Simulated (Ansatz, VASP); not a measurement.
## InAs in VASP and in Ansatz

```xyz
2
Lattice="3.5365 0.0000 0.0000 0.0000 3.5365 0.0000 0.0000 0.0000 3.5365" Properties=species:S:1:pos:R:3 pbc="T T T"
In    0.0000    0.0000    0.0000
As    1.7683    1.7683    1.7683
```

Alike in both runs: task single point; functional PBE; k mesh 8 × 8 × 8; occupations fermi-dirac, width 0.02 eV; no spin polarisation.

|  | VASP | Ansatz |
| --- | --- | --- |
| version | VASP 6.6.1 | Ansatz 0.2.0 |
| potentials or method | VASP PAW PBE potentials, release 64 (In_d, As) | plane waves, PAW |
| plane-wave cutoff (eV) | 520 | 420 |
| valence electrons in the cell | 18 | 28 |

```tsv
	VASP	Ansatz	Ansatz less VASP
pressure (GPa)	1.9	1.9	-0.02
```

VASP's potentials hold 18 valence electrons a cell and Ansatz's 28, so a difference there can come from the potentials and not from the codes.
